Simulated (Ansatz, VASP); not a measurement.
## One calculation of B, two programs

```
CELL_PARAMETERS angstrom
1.58921 0.00000 0.00000
0.00000 1.58921 0.00000
0.00000 0.00000 1.58921
ATOMIC_POSITIONS crystal
B 0.00000 0.00000 0.00000
```

Change from the starting cell: volume scaled by 0.6, LAPW.

Alike in both runs: task single point; functional PBE; k mesh 22 × 22 × 22; occupations fermi-dirac, width 0.05 eV; no spin polarisation.

|  | VASP | Ansatz |
| --- | --- | --- |
| version | VASP 6.6.1 | Ansatz 0.2.0 |
| potentials or method | VASP PAW PBE potentials, release 64 (B), cutoff 520 eV | all-electron LAPW, scalar-relativistic |

```tsv
	VASP	Ansatz	Ansatz less VASP
pressure (GPa)	295.0	294.1	-0.97
```

Both programs put the cell under a high pressure, so it lies far from rest at this level. Ansatz ran all-electron here, and VASP with PAW potentials.

Noted on VASP's run: the cell as given lies far from equilibrium.
